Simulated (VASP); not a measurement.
# CdO (Monteponite) (Fm-3m) in VASP: settings compared

Aim: see how the results for CdO (Monteponite) move with the level of theory and the settings. Levels: r2SCAN, r2SCAN+D4, HSE06, r2SCAN50. Tasks: single point.

Program: VASP 6.6.1. These are calculated values, not measurements. Logs are shortened: lines on timing, memory, paths and dates and some standing lists are left out, and cuts for length are marked.

## Step 1: The cell of the first run

Symmetry: Fm-3m, No. 225, cubic system. Conventional cell: a = 4.706 Å, b = 4.706 Å, c = 4.706 Å, α = 90.00°, β = 90.00°, γ = 90.00°. Within 3.1 Å of Cd (site symmetry m-3m) lie 6 O at 2.35 Å. O (site symmetry m-3m) has 6 Cd at 2.35 Å within 3.1 Å.

## Step 2: Single point, r2SCAN

POSCAR

```
CdO
1.0
    0.0000000000      2.3530040401      2.3530040401
    2.3530040401      0.0000000000      2.3530040401
    2.3530040401      2.3530040401      0.0000000000
Cd O
1 1
Direct
    0.0000000000      0.0000000000      0.0000000000
    0.5000000000      0.5000000000      0.5000000000
```

INCAR.step1

```
PREC = Accurate ; ENCUT = 660
ISMEAR = 1 ; SIGMA = 0.2
LREAL = False ; LASPH = True
NELM = 120 ; NBANDS = 16
GGA = PE ; ALGO = Normal
EDIFF = 1E-5 ; LWAVE = True
LCHARG = False ; GGA_COMPAT = False
```

INCAR.step2

```
PREC = Accurate ; ENCUT = 660
EDIFF = 1E-6 ; ISMEAR = 1
SIGMA = 0.2 ; LREAL = False
LASPH = True ; NELM = 120
ALGO = Normal ; ISIF = 2
LWAVE = False ; LCHARG = True
METAGGA = R2SCAN ; LMIXTAU = True
LELF = True ; LVHAR = True
NBANDS = 16 ; ISTART = 1
GGA_COMPAT = False
```

KPOINTS

```
regular mesh
0
Gamma
  6 6 6
```

Potentials or basis: VASP PAW PBE potentials, release 64 (Cd, O).

Launch:

```console
> cat potpaw_PBE.64/Cd/POTCAR potpaw_PBE.64/O/POTCAR > POTCAR
> cp INCAR.step1 INCAR
> mpirun -np 1 vasp_std > vasp.out
> cp INCAR.step2 INCAR
> mpirun -np 1 vasp_std > vasp.out
```

OUTCAR:

```text
PREC = Accurate
   ENCUT = 660
   EDIFF = 1E-6
   ISMEAR = 1
   LREAL = False
   LASPH = True
   NELM = 120
   ISIF = 2
   METAGGA = R2SCAN
   ISTART = 1

 ion  position               nearest neighbor table
   1  0.000  0.000  0.000-   2 2.35   2 2.35   2 2.35   2 2.35   2 2.35   2 2.35
   2  0.500  0.500  0.500-   1 2.35   1 2.35   1 2.35   1 2.35   1 2.35   1 2.35

  LATTYP: Found a face centered cubic cell.
 ALAT       =     4.7060080802

  Lattice vectors:

 A1 = (   0.0000000000,   2.3530040401,   2.3530040401)
 A2 = (   2.3530040401,   0.0000000000,   2.3530040401)
 A3 = (   2.3530040401,   2.3530040401,   0.0000000000)

Analysis of symmetry for initial positions (statically):
=====================================================================
 Subroutine PRICEL returns:
 Original cell was already a primitive cell.

 Routine SETGRP: Setting up the symmetry group for a
 face centered cubic supercell.

 Subroutine GETGRP returns: Found 48 space group operations
 (whereof 48 operations were pure point group operations)
 out of a pool of 48 trial point group operations.

The static configuration has the point symmetry O_h .

Analysis of symmetry for dynamics (positions and initial velocities):
=====================================================================
 Subroutine PRICEL returns:
 Original cell was already a primitive cell.

 Routine SETGRP: Setting up the symmetry group for a
 face centered cubic supercell.

 Subroutine GETGRP returns: Found 48 space group operations
 (whereof 48 operations were pure point group operations)
 out of a pool of 48 trial point group operations.

The dynamic configuration has the point symmetry O_h .

 Subroutine INISYM returns: Found 48 space group operations
 (whereof 48 operations are pure point group operations),
 and found     1 'primitive' translations

----------------------------------------------------------------------------------------

                                     Primitive cell

  volume of cell :      26.0554

  direct lattice vectors                    reciprocal lattice vectors
     0.000000000  2.353004040  2.353004040    -0.212494323  0.212494323  0.212494323
     2.353004040  0.000000000  2.353004040     0.212494323 -0.212494323  0.212494323
     2.353004040  2.353004040  0.000000000     0.212494323  0.212494323 -0.212494323

  length of vectors
     3.327650226  3.327650226  3.327650226     0.368050963  0.368050963  0.368050963

  position of ions in fractional coordinates (direct lattice)
     0.000000000  0.000000000  0.000000000
     0.500000000  0.500000000  0.500000000

  ion indices of the primitive-cell ions
   primitive index   ion index
                 1           1
                 2           2

----------------------------------------------------------------------------------------

 KPOINTS: regular mesh

Automatic generation of k-mesh.
 Grid dimensions read from file:
 generate k-points for:    6    6    6

 Generating k-lattice:

  Cartesian coordinates                     Fractional coordinates (reciprocal lattice)
    -0.035415720  0.035415720  0.035415720     0.166666667  0.000000000  0.000000000
     0.035415720 -0.035415720  0.035415720     0.000000000  0.166666667  0.000000000
     0.035415720  0.035415720 -0.035415720     0.000000000  0.000000000  0.166666667

  Length of vectors
     0.061341827  0.061341827  0.061341827

  Shift w.r.t. Gamma in fractional coordinates (k-lattice)
     0.000000000  0.000000000  0.000000000

 Subroutine IBZKPT returns following result:
 ===========================================

 Found     16 irreducible k-points:

 Following reciprocal coordinates:
            Coordinates               Weight
  0.000000  0.000000  0.000000      1.000000
  0.166667  0.000000  0.000000      8.000000
  0.333333  0.000000  0.000000      8.000000
  0.500000  0.000000  0.000000      4.000000
  0.166667  0.166667  0.000000      6.000000
  0.333333  0.166667  0.000000     24.000000
[... 8 lines left out ...]
 -0.333333  0.333333  0.166667     24.000000
 -0.333333  0.500000  0.166667     12.000000
   k-points           NKPTS =     16   k-points in BZ     NKDIM =     16   number of bands    NBANDS=     16
   number of dos      NEDOS =    301   number of ions     NIONS =      2
   total plane-waves  NPLWV =  21952
   dimension x,y,z NGX =    28 NGY =   28 NGZ =   28
   dimension x,y,z NGXF=    56 NGYF=   56 NGZF=   56
   ions per type =               1   1
   NGX,Y,Z   is equivalent  to a cutoff of  13.99, 13.99, 13.99 a.u.
   NGXF,Y,Z  is equivalent  to a cutoff of  27.98, 27.98, 27.98 a.u.
 SYSTEM =  unknown system
   PREC   = accura    normal or accurate (medium, high low for compatibility)
   ISTART =      1    job   : 0-new  1-cont  2-samecut
   ICHARG =      0    charge: 1-file 2-atom 10-const
   ISPIN  =      1    spin polarized calculation?
   LNONCOLLINEAR =      F non collinear calculations
   LSORBIT =      F    spin-orbit coupling
   LASPH  =      T    aspherical Exc in radial PAW
   ENCUT  =  660.0 eV  48.51 Ry    6.96 a.u.   6.97  6.97  6.97*2*pi/ulx,y,z
   NELM   =    120;   NELMIN=  2; NELMDL=  0     # of ELM steps
   EDIFF  = 0.1E-05   stopping-criterion for ELM
   LREAL  =      F    real-space projection
   EDIFFG = 0.1E-04   stopping-criterion for IOM
   NSW    =      0    number of steps for IOM
   IBRION =     -1    ionic relax: 0-MD 1-quasi-New 2-CG
   NFREE  =      0    steps in history (QN), initial steepest desc. (CG)
   ISIF   =      2    stress and relaxation
   ISYM   =      2    0-nonsym 1-usesym 2-fastsym
   POTIM  = 0.5000    time-step for ionic-motion
   TEBEG  =    0.0;   TEEND  =   0.0 temperature during run
   PSTRESS=    0.0 pullay stress
   NELECT =      18.0000    total number of electrons
   NUPDOWN=      -1.0000    fix difference up-down
   EMIN   =  10.00;   EMAX   =-10.00  energy-range for DOS
   EFERMI =   0.00;   METHOD = LEGACY
   ISMEAR =     1;   SIGMA  =   0.20  broadening in eV -4-tet -1-fermi 0-gaus
   EFERMI_NEDOS =   21; number of points for ismear=-14 and -15
   IALGO  =     38    algorithm
   IMIX   =      4    mixing-type and parameters
     AMIX     =   0.40;   BMIX     =  1.00
     AMIX_MAG =   1.60;   BMIX_MAG =  1.00
  volume/ion in A,a.u.               =      13.03        87.92
  Fermi-wavevector in a.u.,A,eV,Ry     =   1.447215  2.734839 28.496459  2.094431
  Thomas-Fermi vector in A             =   2.565195
   LORBIT       =      0    0 simple, 1 ext, 2 COOP (PROOUT), +10 PAW based schemes
   METAGGA = R2SCAN    functional components
   LHFCALC =     F    Hartree Fock is set to
   AEXX    =    0.0000 exact exchange contribution
   IVDW    =     0    specifies the selected vdW correction
   LEPSILON=     F    determine dielectric tensor
   LRPA    =     F    only Hartree local field effects (RPA)
 non-spin polarized calculation
 Methfessel and Paxton  Order N= 1 SIGMA  =   0.20
  energy-cutoff  :      660.00
  volume of cell :       26.06
 maximum number of plane-waves:      1018
   NGX = 13   NGY = 13   NGZ = 13

 number of electron      18.0000002 magnetization

 Free energy of the ion-electron system (eV)
  ---------------------------------------------------
  ext. energy  EPLUGINS =         0.00000000
  ---------------------------------------------------
  free energy    TOTEN  =       -28.55926035 eV

  energy without entropy =      -28.56074470  energy(sigma->0) =      -28.55975513

 E-fermi :   1.7678     XC(G=0): -12.3019

 val. band max:        1.7373211965   @ k =   0.0000   0.0000   0.0000
 cond. band min:       3.6173342255   @ k =   0.1667   0.0000   0.0000
 fundamental gap:      1.8800130290
 Fermi energy:         1.7677739965

 k-point     1 :       0.0000    0.0000    0.0000
  band No.  band energies     occupation
      1     -16.5986      2.00000
      2      -5.1917      2.00000
      3      -5.1917      2.00000
      4      -5.1917      2.00000
      5      -4.8780      2.00000
      6      -4.8780      2.00000
[... 8 lines left out ...]
     15      20.9177      0.00000
     16      20.9177      0.00000

 k-point     2 :       0.1667    0.0000    0.0000
  band No.  band energies     occupation
      1     -16.4268      2.00000
      2      -5.3129      2.00000
      3      -5.2237      2.00000
      4      -5.2237      2.00000
      5      -4.9768      2.00000
      6      -4.9768      2.00000
[... 8 lines left out ...]
     15      21.3679      0.00000
     16      21.3679      0.00000

 k-point     3 :       0.3333    0.0000    0.0000
  band No.  band energies     occupation
      1     -16.0584      2.00000
      2      -5.7617      2.00000
      3      -5.6068      2.00000
      4      -5.6068      2.00000
      5      -4.7775      2.00000
      6      -4.7775      2.00000
[... 8 lines left out ...]
     15      22.9836      0.00000
     16      22.9836      0.00000

 k-point     4 :       0.5000    0.0000    0.0000
  band No.  band energies     occupation
      1     -15.8594      2.00000
      2      -6.0853      2.00000
      3      -5.7918      2.00000
      4      -5.7918      2.00000
      5      -4.6550      2.00000
      6      -4.6550      2.00000
[... 8 lines left out ...]
     15      23.8374      0.00000
     16      24.6953      0.00000
[... 172 lines left out ...]
 k-point    14 :       0.5000    0.3333    0.1667
  band No.  band energies     occupation
      1     -15.9728      2.00000
      2      -5.5199      2.00000
      3      -5.4481      2.00000
      4      -5.3815      2.00000
      5      -4.7493      2.00000
      6      -4.5575      2.00000
[... 8 lines left out ...]
     15      23.7121      0.00000
     16      26.5058      0.00000

 k-point    15 :      -0.3333    0.3333    0.1667
  band No.  band energies     occupation
      1     -15.8941      2.00000
      2      -5.6011      2.00000
      3      -5.3691      2.00000
      4      -5.3409      2.00000
      5      -4.6163      2.00000
      6      -4.5510      2.00000
[... 8 lines left out ...]
     15      21.7385      0.00000
     16      27.5389      0.00000

 k-point    16 :      -0.3333    0.5000    0.1667
  band No.  band energies     occupation
      1     -15.9302      2.00000
      2      -5.4969      2.00000
      3      -5.1985      2.00000
      4      -5.0194      2.00000
      5      -4.5229      2.00000
      6      -4.3004      2.00000
[... 8 lines left out ...]
     15      23.8897      0.00000
     16      27.1998      0.00000

------------------------ aborting loop because EDIFF is reached ----------------------------------------

  FORCE on cell =-STRESS in cart. coord.  units (eV):
  Direction    XX          YY          ZZ          XY          YZ          ZX
  --------------------------------------------------------------------------------------
  -------------------------------------------------------------------------------------
  Total        0.2537556      0.2537556      0.2537556     -0.0000000     -0.0000000     -0.0000000
  in kB       15.6037250     15.6037250     15.6037250     -0.0000000     -0.0000000     -0.0000000
  external PRESSURE =      15.6037250 kB  Pullay stress =       0.0000000 kB

 VOLUME and BASIS-vectors are now :
 -----------------------------------------------------------------------------
  energy-cutoff  :      660.00
  volume of cell :       26.06
      direct lattice vectors                 reciprocal lattice vectors
     0.000000000  2.353004040  2.353004040    -0.212494323  0.212494323  0.212494323
     2.353004040  0.000000000  2.353004040     0.212494323 -0.212494323  0.212494323
     2.353004040  2.353004040  0.000000000     0.212494323  0.212494323 -0.212494323

 POSITION                                       TOTAL-FORCE (eV/Angst)
 -----------------------------------------------------------------------------------
      0.00000      0.00000      0.00000        -0.000000     -0.000000      0.000000
      2.35300      2.35300      2.35300         0.000000      0.000000     -0.000000
 -----------------------------------------------------------------------------------
    total drift:                                0.000000      0.000000      0.000000

  FREE ENERGIE OF THE ION-ELECTRON SYSTEM (eV)
  ---------------------------------------------------
  free  energy   TOTEN  =       -28.5592603478 eV

  energy  without entropy=      -28.5607447006  energy(sigma->0) =      -28.55975513
```

Run time: 22 s. Hardware: 1 thread of Intel Xeon 6975P-C (Granite Rapids), shared host; peak memory 0.16 GiB.

What came out:

```
Free energy : -28.5593 eV
Pressure    : 1.6 GPa
```

Caveat: the k points lie up to 0.39 Å⁻¹ apart; the PAW data sets were made with another functional, which shifts forces and pressure a little.

## Step 3: Single point, r2SCAN

POSCAR is that of step 2.

INCAR.step1

```
SYSTEM = CdO
  ALGO = Normal
  EDIFF = 1E-5
  ENCUT = 660
  GGA = PE
  GGA_COMPAT = .FALSE.
  ISMEAR = 1
  LASPH = .TRUE.
  LCHARG = .FALSE.
  LREAL = .FALSE.
  LWAVE = .TRUE.
  NBANDS = 16
  NELM = 120
  PREC = Accurate
  SIGMA = 0.001
```

INCAR.step2

```
SYSTEM = CdO
  ALGO = Normal
  EDIFF = 1E-6
  ENCUT = 660
  GGA_COMPAT = .FALSE.
  ISIF = 2
  ISMEAR = 1
  ISTART = 1
  LASPH = .TRUE.
  LCHARG = .FALSE.
  LMIXTAU = .TRUE.
  LREAL = .FALSE.
  LWAVE = .FALSE.
  METAGGA = R2SCAN
  NBANDS = 16
  NELM = 120
  PREC = Accurate
  SIGMA = 0.001
```

KPOINTS

```
k-points
0
G
  6 6 6
  0 0 0
```

Potentials or basis: VASP PAW PBE potentials, release 64 (Cd, O).

Launch:

```console
> cat potpaw_PBE.64/Cd/POTCAR potpaw_PBE.64/O/POTCAR > POTCAR
> cp INCAR.step1 INCAR
> mpirun -np 1 vasp_std > vasp.out
> cp INCAR.step2 INCAR
> mpirun -np 1 vasp_std > vasp.out
```

Run time: 22 s. Hardware: 1 thread of Intel Xeon 6975P-C (Granite Rapids), shared host; peak memory 0.16 GiB.

Results (log left out):

```yaml
Free_energy: -28.5603 eV
Pressure: 1.5 GPa
Band_gap_on_the_k_mesh: 0.06 eV, indirect (least direct gap 1.40 eV)
```

Levels at points of the mesh, in eV from the valence-band top:
```tsv
k point	band 6	band 7	band 8	band 9	band 10	band 11	band 12	band 13
(0.00, 0.00, 0.00)	-6.55	-1.33	-1.33	-1.33	0.06	15.70	17.74	17.74
(0.50, 0.00, 0.00)	-6.33	-3.82	0.00	0.00	5.07	8.00	12.80	12.80
(0.50, 0.50, 0.00)	-5.88	-4.30	-2.31	-2.31	4.55	9.31	11.76	14.32
```

Caveat: the PAW data sets were made with another functional, which shifts forces and pressure a little.

## Step 4: Single point, r2SCAN+D4

POSCAR is that of step 3.

INCAR.step1

```
ALGO = Normal ; EDIFF = 1E-5
ENCUT = 660 ; GGA = PE
GGA_COMPAT = False ; ISMEAR = -1
LASPH = True ; LCHARG = False
LREAL = False ; LWAVE = True
NBANDS = 16 ; NELM = 120
PREC = Accurate ; SIGMA = 0.02
```

INCAR.step2

```
ALGO = Normal ; EDIFF = 1E-6
ENCUT = 660 ; GGA_COMPAT = False
ISIF = 2 ; ISMEAR = -1
ISTART = 1 ; IVDW = 13
LASPH = True ; LCHARG = False
LMIXTAU = True ; LREAL = False
LWAVE = False ; METAGGA = R2SCAN
NBANDS = 16 ; NELM = 120
PREC = Accurate ; SIGMA = 0.02
VDW_A1 = 0.51559235 ; VDW_A2 = 5.77342911
VDW_S6 = 1.0 ; VDW_S8 = 0.6018749
```

KPOINTS

```
k-points
0
Gamma
  6 6 6
```

Launch:

```console
> cat potpaw_PBE.64/Cd/POTCAR potpaw_PBE.64/O/POTCAR > POTCAR
> cp INCAR.step1 INCAR
> mpirun -np 1 vasp_std > vasp.out
> cp INCAR.step2 INCAR
> mpirun -np 1 vasp_std > vasp.out
```

Wall time 25 s (1 thread of Intel Xeon 6975P-C (Granite Rapids), shared host); peak memory 0.16 GiB.

Results (log left out):

```
Free energy                : -28.7949 eV
Pressure                   : 0.2 GPa
Band gap on the k mesh     : 0.07 eV, indirect (least direct gap 1.40 eV)
Dispersion energy per atom : -0.117 eV
```

Levels at points of the mesh, in eV from the valence-band top:
| k point | band 6 | band 7 | band 8 | band 9 | band 10 | band 11 | band 12 | band 13 |
| --- | --- | --- | --- | --- | --- | --- | --- | --- |
| (0.00, 0.00, 0.00) | -6.55 | -1.33 | -1.33 | -1.33 | 0.07 | 15.71 | 17.74 | 17.74 |
| (0.50, 0.00, 0.00) | -6.33 | -3.82 | 0.00 | 0.00 | 5.07 | 8.00 | 12.80 | 12.80 |
| (0.50, 0.50, 0.00) | -5.88 | -4.30 | -2.31 | -2.31 | 4.55 | 9.31 | 11.77 | 14.32 |

Caveat: the PAW data sets were made with another functional, which shifts forces and pressure a little.

[end of part 1 of 2]
